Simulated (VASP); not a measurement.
Crystal: Si.

```
Si
1.0
     0.02958    2.75170    2.75170
     2.75170    0.02958    2.75170
     2.75170    2.75170    0.02958
Si
2
Direct
  0.00062 0.00062 0.00062
  0.24938 0.24938 0.24938
```

This cell differs from its parent crystal: strain along [111] +1.6%.

Program: VASP 6.6.1. Alike in all runs: task single point; potentials or basis VASP PAW PBE potentials, release 64 (Si); no spin polarisation; cell as given; cutoff (eV) 520.

Problem. Order these runs on this cell by their band gap on the k mesh, lowest first.
A. level r2SCAN; k mesh 8 × 8 × 8; smearing gaussian 0.01 eV
B. level HSE06; k mesh 6 × 6 × 6; smearing gaussian 0.01 eV; grid for exact exchange (PRECFOCK) Normal; share of exact exchange 0.25; screening parameter 0.2079 1/Å
C. level PBE; k mesh 8 × 8 × 8; smearing fermi-dirac 0.02 eV

Solution. C (0.60 eV), A (0.80 eV), B (1.21 eV).

A k mesh can miss the band edges.
